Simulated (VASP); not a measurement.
**B: single point with PBEsol**

B:

```xyz
12
Lattice="2.4381 1.4076 4.1664 -2.4381 1.4076 4.1664 0.0000 -2.8153 4.1664" Properties=species:S:1:pos:R:3 pbc="T T T"
B    -1.5682    0.9054    2.8126
B     0.0000   -1.8109    2.8126
B     1.5682    0.9054    2.8126
B     1.5682   -0.9054    9.6867
B    -1.5682   -0.9054    9.6867
B     0.0000    1.8109    9.6867
B    -0.9952    0.5746    4.4706
B     0.0000   -1.1492    4.4706
B     0.9952    0.5746    4.4706
B     0.9952   -0.5746    8.0288
B    -0.9952   -0.5746    8.0288
B     0.0000    1.1492    8.0288
```

* Program: VASP 6.6.1
* Task: single point
* Functional: PBEsol
* Potentials or basis: VASP PAW PBE potentials, release 64 (B)
* Cutoff: 500 eV
* k mesh: 9 × 9 × 9
* Occupations: gaussian, width 0.02 eV
* Spin: no spin polarisation

```
Pressure               : 0.4 GPa
Largest force          : 0.029 eV/Å
Band gap on the k mesh : 1.35 eV (least direct gap 1.67 eV)
```

Forces on the atoms (eV/Å):
```
B    0.016 -0.010 -0.014
B    0.000  0.019 -0.014
B   -0.016 -0.010 -0.014
B   -0.016  0.010  0.014
B    0.016  0.010  0.014
B    0.000 -0.019  0.014
B    0.024 -0.014  0.007
B    0.000  0.028  0.007
B   -0.024 -0.014  0.007
B   -0.024  0.014 -0.007
B    0.024  0.014 -0.007
B    0.000 -0.028 -0.007
```

Levels at points of the mesh, in eV from the valence-band top:
```csv
k point,band 15,band 16,band 17,band 18,band 19,band 20,band 21,band 22
"(0.00, 0.00, 0.00)",-1.47,-0.85,-0.85,-0.35,1.35,4.55,4.55,4.70
```

Run time: 4.8 min on 1 thread of Intel Xeon 8259CL, with other jobs on the host, peak memory 0.31 GiB.

Caveat: the PAW data sets were made with another functional, which shifts forces and pressure a little. A hybrid or GW would open this gap; PBEsol tends to underestimate it.
